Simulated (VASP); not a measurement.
# Ni (Cmcm) in VASP: notebook

Ni is run at these levels: PBE; tasks: single point.

Program: VASP 6.6.1. These are calculated values, not measurements. Logs are shortened: lines on timing, memory, paths and dates and some standing lists are left out, and cuts for length are marked.

## Step 1: The cell of the first run

It takes space group Cmcm (No. 63, orthorhombic). Conventional cell: a = 2.800 Å, b = 3.960 Å, c = 3.960 Å, α = 90.00°, β = 90.00°, γ = 90.00°. Ni (site symmetry m2m) has 14 Ni at 2.43 to 3.11 Å within 3.2 Å.

## Step 2: Single point, PBE, collinear spin, ferromagnetic start

INCAR

```
SYSTEM = Ni
ALGO = Normal
EDIFF = 1E-6
ENCUT = 520
GGA = PE
ISIF = 2
ISMEAR = 0
ISPIN = 2
LASPH = .True.
LCHARG = .True.
LELF = .True.
LMAXMIX = 4
LORBIT = 11
LREAL = .False.
LVHAR = .True.
LWAVE = .False.
MAGMOM = 0.64 0.64
NBANDS = 21
NELM = 150
PREC = Accurate
SIGMA = 0.15
```

KPOINTS

```
k-points
0
Gamma
  20 20 12
  0 0 0
```

POSCAR

```
Ni
1.0
   -1.4001489781      1.4001489781      1.4001489781
    1.4001489781     -1.4001489781      1.4001489781
    2.8002979563      2.8002979563      0.0000000000
Ni
2
Direct
    0.0529303660     -0.0529303660      0.0000000000
    0.4470696340      0.5529303660      0.5000000000
```

Potentials or basis: VASP PAW PBE potentials, release 64 (Ni).

Command:

```bash
> cat potpaw_PBE.64/Ni/POTCAR > POTCAR
> mpirun -np 1 vasp_std > vasp.out
```

OUTCAR:

```text
SYSTEM = Ni
   EDIFF = 1E-6
   ENCUT = 520
   GGA = PE
   ISIF = 2
   ISMEAR = 0
   ISPIN = 2
   LASPH = .True.
   LORBIT = 11
   LREAL = .False.
   NELM = 150
   PREC = Accurate

 ion  position               nearest neighbor table
   1  0.053  0.947  0.000-   2 2.46   2 2.46   2 2.46   2 2.46   2 2.52   2 2.52
   2  0.447  0.553  0.500-   1 2.46   1 2.46   1 2.46   1 2.46   1 2.52   1 2.52

  LATTYP: Found a base centered orthorhombic cell.
 ALAT       =     2.8002979562
 B/A-ratio  =     1.4142135624
 C/A-ratio  =     1.4142135624

  Lattice vectors:

 A1 = (  -1.4001489781,   1.4001489781,   1.4001489781)
 A2 = (   1.4001489781,  -1.4001489781,   1.4001489781)
 A3 = (   2.8002979563,   2.8002979563,   0.0000000000)

Analysis of symmetry for initial positions (statically):
=====================================================================
 Subroutine PRICEL returns:
 Original cell was already a primitive cell.

 Routine SETGRP: Setting up the symmetry group for a
 base centered orthorhombic supercell.

 Subroutine GETGRP returns: Found  8 space group operations
 (whereof  4 operations were pure point group operations)
 out of a pool of  8 trial point group operations.

The static configuration has the point symmetry C_2v.
 The point group associated with its full space group is D_2h.

Analysis of symmetry for dynamics (positions and initial velocities):
=====================================================================
 Subroutine PRICEL returns:
 Original cell was already a primitive cell.

 Routine SETGRP: Setting up the symmetry group for a
 base centered orthorhombic supercell.

 Subroutine GETGRP returns: Found  8 space group operations
 (whereof  4 operations were pure point group operations)
 out of a pool of  8 trial point group operations.

The dynamic configuration has the point symmetry C_2v.
 The point group associated with its full space group is D_2h.

Analysis of structural, dynamic, and magnetic symmetry:
=====================================================================
 Subroutine PRICEL returns:
 Original cell was already a primitive cell.

 Routine SETGRP: Setting up the symmetry group for a
 base centered orthorhombic supercell.

 Subroutine GETGRP returns: Found  8 space group operations
 (whereof  4 operations were pure point group operations)
 out of a pool of  8 trial point group operations.

The overall configuration has the point symmetry C_2v.
 The point group associated with its full space group is D_2h.

 Subroutine INISYM returns: Found  8 space group operations
 (whereof  4 operations are pure point group operations),
 and found     1 'primitive' translations

----------------------------------------------------------------------------------------

                                     Primitive cell

  volume of cell :      21.9590

  direct lattice vectors                    reciprocal lattice vectors
    -1.400148978  1.400148978  1.400148978    -0.178552428  0.178552428  0.357104857
     1.400148978 -1.400148978  1.400148978     0.178552428 -0.178552428  0.357104857
     2.800297956  2.800297956  0.000000000     0.178552428  0.178552428  0.000000000

  length of vectors
     2.425129168  2.425129168  3.960219348     0.437362342  0.437362342  0.252511266

  position of ions in fractional coordinates (direct lattice)
     0.052930366  0.947069634  0.000000000
     0.447069634  0.552930366  0.500000000

  ion indices of the primitive-cell ions
   primitive index   ion index
                 1           1
                 2           2

----------------------------------------------------------------------------------------

 KPOINTS: k-points

Automatic generation of k-mesh.
 Grid dimensions read from file:
 generate k-points for:   20   20   12

 Generating k-lattice:

  Cartesian coordinates                     Fractional coordinates (reciprocal lattice)
    -0.008927621  0.008927621  0.017855243     0.050000000  0.000000000  0.000000000
     0.008927621 -0.008927621  0.017855243     0.000000000  0.050000000  0.000000000
     0.014879369  0.014879369  0.000000000     0.000000000  0.000000000  0.083333333

  Length of vectors
     0.021868117  0.021868117  0.021042605

  Shift w.r.t. Gamma in fractional coordinates (k-lattice)
     0.000000000  0.000000000  0.000000000

 Subroutine IBZKPT returns following result:
 ===========================================

 Found    777 irreducible k-points:

 Following reciprocal coordinates:
            Coordinates               Weight
  0.000000  0.000000  0.000000      1.000000
  0.050000  0.000000  0.000000      4.000000
  0.100000  0.000000  0.000000      4.000000
  0.150000  0.000000  0.000000      4.000000
  0.200000  0.000000  0.000000      4.000000
  0.250000  0.000000  0.000000      4.000000
[... 16 lines left out ...]
 -0.400000  0.050000  0.000000      4.000000
 -0.350000  0.050000  0.000000      4.000000
 [... further k-points ...]
   k-points           NKPTS =    777   k-points in BZ     NKDIM =    777   number of bands    NBANDS=     21
   number of dos      NEDOS =    301   number of ions     NIONS =      2
   total plane-waves  NPLWV =   9720
   dimension x,y,z NGX =    18 NGY =   18 NGZ =   30
   dimension x,y,z NGXF=    36 NGYF=   36 NGZF=   60
   ions per type =               2
   NGX,Y,Z   is equivalent  to a cutoff of  12.34, 12.34, 12.59 a.u.
   NGXF,Y,Z  is equivalent  to a cutoff of  24.68, 24.68, 25.19 a.u.
 SYSTEM =  Ni
   PREC   = accura    normal or accurate (medium, high low for compatibility)
   ISTART =      0    job   : 0-new  1-cont  2-samecut
   ICHARG =      2    charge: 1-file 2-atom 10-const
   ISPIN  =      2    spin polarized calculation?
   LNONCOLLINEAR =      F non collinear calculations
   LSORBIT =      F    spin-orbit coupling
   LASPH  =      T    aspherical Exc in radial PAW
   ENCUT  =  520.0 eV  38.22 Ry    6.18 a.u.   4.51  4.51  7.36*2*pi/ulx,y,z
   NELM   =    150;   NELMIN=  2; NELMDL= -5     # of ELM steps
   EDIFF  = 0.1E-05   stopping-criterion for ELM
   LREAL  =      F    real-space projection
   EDIFFG = 0.1E-04   stopping-criterion for IOM
   NSW    =      0    number of steps for IOM
   IBRION =     -1    ionic relax: 0-MD 1-quasi-New 2-CG
   NFREE  =      0    steps in history (QN), initial steepest desc. (CG)
   ISIF   =      2    stress and relaxation
   ISYM   =      2    0-nonsym 1-usesym 2-fastsym
   POTIM  = 0.5000    time-step for ionic-motion
   TEBEG  =    0.0;   TEEND  =   0.0 temperature during run
   PSTRESS=    0.0 pullay stress
   NELECT =      20.0000    total number of electrons
   NUPDOWN=      -1.0000    fix difference up-down
   EMIN   =  10.00;   EMAX   =-10.00  energy-range for DOS
   EFERMI =   0.00;   METHOD = LEGACY
   ISMEAR =     0;   SIGMA  =   0.15  broadening in eV -4-tet -1-fermi 0-gaus
   EFERMI_NEDOS =   21; number of points for ismear=-14 and -15
   IALGO  =     38    algorithm
   IMIX   =      4    mixing-type and parameters
     AMIX     =   0.40;   BMIX     =  1.00
     AMIX_MAG =   1.60;   BMIX_MAG =  1.00
  volume/ion in A,a.u.               =      10.98        74.09
  Fermi-wavevector in a.u.,A,eV,Ry     =   1.586892  2.998790 34.262529  2.518225
  Thomas-Fermi vector in A             =   2.686133
   LORBIT       =     11    0 simple, 1 ext, 2 COOP (PROOUT), +10 PAW based schemes
   GGA     = PE    functional components
   LHFCALC =     F    Hartree Fock is set to
   AEXX    =    0.0000 exact exchange contribution
   IVDW    =     0    specifies the selected vdW correction
   LEPSILON=     F    determine dielectric tensor
   LRPA    =     F    only Hartree local field effects (RPA)
 spin polarized calculation
 Gauss-broadening in eV      SIGMA  =   0.15
  energy-cutoff  :      520.00
  volume of cell :       21.96
 maximum number of plane-waves:       617
   NGX =  9   NGY =  9   NGZ = 15

 number of electron      20.0000003 magnetization       1.2245119

 Free energy of the ion-electron system (eV)
  ---------------------------------------------------
  ext. energy  EPLUGINS =         0.00000000
  ---------------------------------------------------
  free energy    TOTEN  =       -10.80033907 eV

  energy without entropy =      -10.76164611  energy(sigma->0) =      -10.78099259

 E-fermi :   9.2194     XC(G=0): -13.1947

 val. band max:        9.2188740080   @ k =   0.4500   0.3000   0.4167
 cond. band min:       9.2194983462   @ k =   0.0500   0.0500   0.3333
 fundamental gap:      0.0006243381
 Fermi energy:         9.2193591150

 spin component 1

 k-point     1 :       0.0000    0.0000    0.0000
  band No.  band energies     occupation
      1       0.3028      1.00000
      2       4.5527      1.00000
      3       6.0115      1.00000
      4       6.7046      1.00000
      5       7.0047      1.00000
      6       7.0519      1.00000
[... 13 lines left out ...]
     20      37.1472      0.00000
     21      39.2514      0.00000
[... 529 lines left out ...]
 k-point    24 :      -0.3500    0.0500    0.0000
  band No.  band energies     occupation
      1       3.3771      1.00000
      2       5.4661      1.00000
      3       5.7991      1.00000
      4       6.1909      1.00000
      5       6.6702      1.00000
      6       6.7307      1.00000
[... 13 lines left out ...]
     20      36.5195      0.00000
     21      38.8505      0.00000

 [... further k-points ...]

 spin component 2

 k-point     1 :       0.0000    0.0000    0.0000
  band No.  band energies     occupation
      1       0.2791      1.00000
      2       4.9074      1.00000
      3       6.6672      1.00000
      4       7.4103      1.00000
      5       7.6510      1.00000
      6       7.8078      1.00000
[... 13 lines left out ...]
     20      37.0963      0.00000
     21      39.2100      0.00000
[... 529 lines left out ...]
 k-point    24 :      -0.3500    0.0500    0.0000
  band No.  band energies     occupation
      1       3.4033      1.00000
      2       6.0087      1.00000
      3       6.3286      1.00000
      4       6.6042      1.00000
      5       7.2883      1.00000
      6       7.3431      1.00000
[... 13 lines left out ...]
     20      36.5003      0.00000
     21      38.8383      0.00000

 [... further k-points ...]

------------------------ aborting loop because EDIFF is reached ----------------------------------------

  FORCE on cell =-STRESS in cart. coord.  units (eV):
  Direction    XX          YY          ZZ          XY          YZ          ZX
  --------------------------------------------------------------------------------------
  -------------------------------------------------------------------------------------
  Total        0.3225651      0.3225651     -0.3741420     -0.4904808      0.0000000      0.0000000
  in kB       23.5350575     23.5350575    -27.2982211    -35.7865517      0.0000000      0.0000000
  external PRESSURE =       6.5906313 kB  Pullay stress =       0.0000000 kB

 VOLUME and BASIS-vectors are now :
 -----------------------------------------------------------------------------
  energy-cutoff  :      520.00
  volume of cell :       21.96
      direct lattice vectors                 reciprocal lattice vectors
    -1.400148978  1.400148978  1.400148978    -0.178552428  0.178552428  0.357104857
     1.400148978 -1.400148978  1.400148978     0.178552428 -0.178552428  0.357104857
     2.800297956  2.800297956  0.000000000     0.178552428  0.178552428  0.000000000

 POSITION                                       TOTAL-FORCE (eV/Angst)
 -----------------------------------------------------------------------------------
      1.25193     -1.25193      1.40015         0.015966     -0.015966      0.000000
      1.54837      1.25193      1.40015        -0.015966      0.015966      0.000000
 -----------------------------------------------------------------------------------
    total drift:                               -0.000000     -0.000000      0.000000

  FREE ENERGIE OF THE ION-ELECTRON SYSTEM (eV)
  ---------------------------------------------------
  free  energy   TOTEN  =       -10.8003390732 eV

  energy  without entropy=      -10.7616461126  energy(sigma->0) =      -10.78099259

 total charge

# of ion       s       p       d       tot
------------------------------------------
    1        0.493   0.487   8.324   9.304
    2        0.493   0.487   8.324   9.304
--------------------------------------------------
tot          0.987   0.974  16.647  18.608

 magnetization (x)

# of ion       s       p       d       tot
------------------------------------------
    1       -0.005  -0.021   0.648   0.622
    2       -0.005  -0.021   0.648   0.622
--------------------------------------------------
tot         -0.009  -0.043   1.297   1.245
```

Run time: 16 min. Hardware: 1 thread of Oxide Virtual Turin-like, shared host; peak memory 0.5 GiB.

What came out:

| Quantity | Value |
| --- | --- |
| Free energy | -10.8003 eV |
| Pressure | 0.7 GPa |
| Largest force | 0.023 eV/Å |
| Net moment | 1.22 μB per cell |
| Site moments | Ni +0.62 μB |
| Valence electrons inside the program's atomic spheres | Ni 9.30 |

Forces on the atoms (eV/Å):
```
Ni   0.016 -0.016  0.000
Ni  -0.016  0.016  0.000
```

## Step 3: Single point, PBE, collinear spin, ferromagnetic start (atoms displaced along a vibrational mode)

INCAR

```
SYSTEM = Ni
ALGO = Normal
EDIFF = 1E-7
ENCUT = 520
GGA = PE
ISIF = 2
ISMEAR = 0
ISPIN = 2
LASPH = .TRUE.
LCHARG = .TRUE.
LELF = .TRUE.
LMAXMIX = 4
LORBIT = 11
LREAL = .FALSE.
LVHAR = .TRUE.
LWAVE = .FALSE.
MAGMOM = 0.64 0.64
NBANDS = 21
NELM = 150
PREC = Accurate
SIGMA = 0.15
```

KPOINTS

```
k-points
0
G
  20 20 12
  0 0 0
```

POSCAR

```
Ni
1.0
   -1.4001489781      1.4001489781      1.4001489781
    1.4001489781     -1.4001489781      1.4001489781
    2.8002979563      2.8002979563      0.0000000000
Ni
2
Direct
   -0.0471378411     -0.0471378411      0.0000000000
    0.5471378411      0.5471378411      0.5000000000
```

Potentials or basis: VASP PAW PBE potentials, release 64 (Ni).

Command:

```bash
> cat potpaw_PBE.64/Ni/POTCAR > POTCAR
> mpirun -np 1 vasp_std > vasp.out
```

It took 8.4 min on 1 thread of Oxide Virtual Turin-like, shared host; peak memory 0.51 GiB.

Results (log left out):

- Free energy: -10.6355 eV
- Pressure: 3.1 GPa
- Largest force: 1.015 eV/Å
- Net moment: 1.14 μB per cell
- Site moments: Ni +0.58 μB
- Valence electrons inside the program's atomic spheres: Ni 9.32

Forces on the atoms (eV/Å):
```
Ni   0.000  0.000  1.015
Ni   0.000  0.000 -1.015
```

Stress tensor (GPa, compression positive):
```
4.60 2.72 0.00
2.72 4.60 0.00
0.00 0.00 0.12
```

Levels at points of the mesh, in eV from the Fermi level:
Spin up:
```csv
k point,band 8,band 9,band 10,band 11,band 12,band 13,band 14,band 15
"(0.00, 0.00, 0.00)",-1.00,-0.88,-0.81,-0.28,0.27,6.39,19.30,20.33
"(0.50, 0.00, 0.00)",-0.95,-0.81,-0.59,1.25,2.21,9.68,10.32,11.50
"(0.50, 0.50, 0.00)",-0.30,-0.29,-0.10,0.27,6.37,9.70,9.71,10.16
"(0.00, 0.00, 0.50)",-1.24,-0.97,-0.97,-0.81,-0.81,15.56,15.56,21.61
"(0.50, 0.00, 0.50)",-0.85,-0.31,-0.31,0.62,0.62,6.23,6.23,19.13
"(0.50, 0.50, 0.50)",-1.00,-0.20,-0.20,4.76,4.76,7.12,7.12,12.99
```
Spin down:
| k point | band 5 | band 6 | band 7 | band 8 | band 9 | band 10 | band 11 | band 12 | band 13 | band 14 |
| --- | --- | --- | --- | --- | --- | --- | --- | --- | --- | --- |
| (0.00, 0.00, 0.00) | -1.71 | -1.57 | -0.47 | -0.42 | -0.39 | -0.33 | 0.24 | 0.47 | 6.76 | 19.24 |
| (0.50, 0.00, 0.00) | -2.29 | -2.06 | -0.64 | -0.41 | -0.25 | 0.00 | 1.77 | 2.66 | 9.82 | 10.44 |
| (0.50, 0.50, 0.00) | -0.72 | -0.23 | 0.15 | 0.22 | 0.47 | 0.52 | 0.67 | 6.73 | 9.74 | 9.74 |
| (0.00, 0.00, 0.50) | -2.09 | -2.09 | -0.62 | -0.62 | -0.32 | -0.32 | -0.32 | -0.32 | 15.68 | 15.68 |
| (0.50, 0.00, 0.50) | -0.52 | -0.52 | -0.29 | -0.29 | 0.16 | 0.16 | 0.98 | 0.98 | 6.58 | 6.58 |
| (0.50, 0.50, 0.50) | -1.74 | -1.74 | -0.30 | -0.30 | 0.57 | 0.57 | 4.89 | 4.89 | 7.36 | 7.36 |

Caveat: the cell differs from its parent crystal (atoms displaced along a vibrational mode); the cell stands under pressure; forces of over 1 eV/Å act on the atoms, so gaps and moduli don't describe the material at rest.
